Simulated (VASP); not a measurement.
TlBr:

```xyz
2
Lattice="3.9462 0.0000 0.0000 0.0000 3.9462 0.0000 0.0000 0.0000 3.9462" Properties=species:S:1:pos:R:3 pbc="T T T"
Tl    0.0000    0.0000    0.0000
Br    1.9731    1.9731    1.9731
```

Base run:

```yaml
Program: VASP 6.6.1
Functional: PBE-based screened hybrid with 100 % exact exchange
Potentials_or_basis: VASP PAW PBE potentials, release 64 (Tl_d, Br)
Cutoff: 400 eV
k_mesh: 4 × 4 × 4
Occupations: gaussian, width 0.01 eV
Spin: no spin polarisation
```

Its results: band gap on the k mesh 2.99 eV; pressure 0.9 GPa.

After a change of settings the same cell gave: band gap on the k mesh 2.23 eV; pressure 1.1 GPa. Which change was it?
A. functional from PBE-based screened hybrid with 100 % exact exchange to PBE-based global hybrid with 100 % exact exchange
B. functional from PBE-based screened hybrid with 100 % exact exchange to r2SCAN; cutoff from 400 eV to 550 eV
C. functional from PBE-based screened hybrid with 100 % exact exchange to PBE-based screened hybrid with 20 % exact exchange; share of exact exchange from 1 to 0.2

B.

Caveats: the PAW data sets were made with another functional, which shifts forces and pressure a little; spin-orbit coupling is left out, which moves the levels of the heavy elements.
